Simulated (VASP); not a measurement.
NiPtF6, 8 atoms in the cell. It takes space group R-3 (No. 148, trigonal). The conventional cell has a = 4.930 Å, b = 4.930 Å, c = 13.680 Å, α = 90.00°, β = 90.00°, γ = 120.00°. Ni (site symmetry -3) has 6 F at 1.96 Å within 2.6 Å. Within 2.5 Å of Pt (site symmetry -3) lie 6 F at 1.90 Å. Within 2.5 Å of F (site symmetry 1) lie 1 Pt at 1.90 Å and 1 Ni at 1.96 Å. 

- Program: VASP 6.6.1
- Task: single point
- Functional: PBEsol
- Potentials or basis: VASP PAW PBE potentials, release 64 (Ni, Pt, F)
- Cutoff: 520 eV
- k mesh: 5 × 5 × 5
- Occupations: gaussian, width 0.05 eV
- Spin: collinear spin, ferromagnetic start
- Starting moments: [2.0, 4.0, 0.0, 0.0, 0.0, 0.0, 0.0, 0.0] μB
- Hubbard terms: Ni d U = 8.0 eV, Pt d U = 8.0 eV
- Dipole correction: no
- Further INCAR settings: ALGO = Normal; EDIFF = 1e-07; NBANDS = 45

Potentials or basis: VASP PAW PBE potentials, release 64 (Ni, Pt, F).

Launch:

```sh
$ cat potpaw_PBE.64/Ni/POTCAR potpaw_PBE.64/Pt/POTCAR potpaw_PBE.64/F/POTCAR > POTCAR
$ mpirun -np 1 vasp_std > vasp.out
```

Hardware: 1 thread of Intel(R) Xeon(R) 6975P-C (Granite Rapids), with other jobs on the host.

Problem. Estimate the wall time of this run.

Solution. It took 5.5 min on 1 thread of Intel(R) Xeon(R) 6975P-C (Granite Rapids) (shared host), peak memory 0.38 GiB. Counts: scf iterations 37, k points 23.
